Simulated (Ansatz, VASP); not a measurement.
# One calculation of BP4, two programs

```xyz
5
Lattice="3.9938 0.0000 0.0000 0.0000 3.9938 0.0000 0.0000 0.0000 6.6592" Properties=species:S:1:pos:R:3 pbc="T T T"
B     1.9969    1.9969    0.0000
P     1.9969    0.0000    0.0000
P     0.0000    1.9969    0.0000
P     0.0000    0.0000    2.1325
P     0.0000    0.0000    4.5268
```

Alike in both runs: task single point; functional PBE; k mesh 4 × 4 × 4; occupations gaussian, width 0.1 eV; no spin polarisation.

```csv
,VASP,Ansatz
version,VASP 6.6.1,Ansatz 0.2.0
potentials or method,"VASP PAW PBE potentials, release 64 (B, P), cutoff 520 eV","scalar-relativistic, plane waves, PAW"
valence electrons in the cell,23,23
```

Ansatz gave:

```
gap on the k mesh at the Fermi level (eV)                     : none
pressure (GPa)                                                : -7.2
traceless stress, the component that is largest in VASP (GPa) : -11.58
rms of the force components (eV/Å)                            : 0.178
```

**Question.** What did VASP give for the same quantities?

**Answer.** gap on the k mesh at the Fermi level (eV): none; pressure (GPa): -7.3; traceless stress, the component that is largest in VASP (GPa): -11.58; rms of the force components (eV/Å): 0.183.

Atom by atom the forces differ by 0.005 eV/Å (rms over components). A gap of «none» marks a metal or a gap that the smearing closes.

The k mesh is coarse, so the values compare programs but aren't converged.
